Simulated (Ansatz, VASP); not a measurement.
**Tl in VASP and in Ansatz**

```
Tl
1.0
     2.39580    0.00000    0.00000
     0.00000    2.39580    0.00000
     0.00000    0.00000    2.39580
Tl
1
Direct
  0.00000 0.00000 0.00000
```

Change from the starting cell: volume scaled by 0.4, crystal datasets.

Alike in both runs: task single point; functional PBE; k mesh 12 × 12 × 12; occupations fermi-dirac, width 0.08 eV; no spin polarisation.

|  | VASP | Ansatz |
| --- | --- | --- |
| version | VASP 6.6.1 | Ansatz 0.2.0 |
| potentials or method | VASP PAW PBE potentials, release 64 (Tl_d), cutoff 520 eV | all-electron PAW with datasets made for the crystal, scalar-relativistic |

VASP gave:

```
pressure (GPa) : 253.4
```

Problem. Estimate Ansatz's values.

Solution. Pressure (GPa): 252.3.

Both programs put the cell under a high pressure, so it lies far from rest at this level. Ansatz ran all-electron here, and VASP with PAW potentials.

Neither program's run includes spin-orbit coupling. Noted on VASP's run: the cell as given lies far from equilibrium.
